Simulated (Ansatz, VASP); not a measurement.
## One calculation of SiO2, two programs

```xyz
6
Lattice="3.8254 0.0000 0.0000 0.0000 3.8254 0.0000 0.0000 0.0000 2.9390" Properties=species:S:1:pos:R:3 pbc="T T T"
Si    1.9127    1.9127    1.4695
Si    0.0000    0.0000    0.0000
O     2.6564    2.6564    0.0000
O     0.7437    3.0816    1.4695
O     1.1689    1.1689    0.0000
O     3.0816    0.7437    1.4695
```

Alike in both runs: task single point; functional LDA; k mesh 6 × 6 × 10; occupations gaussian, width 0.05 eV; no spin polarisation.

|  | VASP | Ansatz |
| --- | --- | --- |
| version | VASP 6.6.1 | Ansatz 0.2.0 |
| potentials or method | VASP PAW LDA potentials, release 64 (Si, O), cutoff 520 eV | scalar-relativistic, plane waves, PAW |
| valence electrons in the cell | 32 | 32 |

VASP gave:

| Quantity | Value |
| --- | --- |
| gap on the k mesh at the Fermi level (eV) | 4.81 |
| least direct gap on the mesh (eV) | 4.81 |
| pressure (GPa) | 26.1 |
| traceless stress, the component that is largest in VASP (GPa) | -53.37 |
| rms of the force components (eV/Å) | 0.290 |

Question: Estimate Ansatz's values.

Answer: gap on the k mesh at the Fermi level (eV): 4.86; least direct gap on the mesh (eV): 4.86; pressure (GPa): 24.8; traceless stress, the component that is largest in VASP (GPa): -53.02; rms of the force components (eV/Å): 0.313.

Ansatz warns that its potentials were made for another functional, while VASP's fit it. LDA's correlation is that of Perdew and Zunger in VASP and of Perdew and Wang (1992) in Ansatz. Atom by atom the forces differ by 0.024 eV/Å (rms over components).
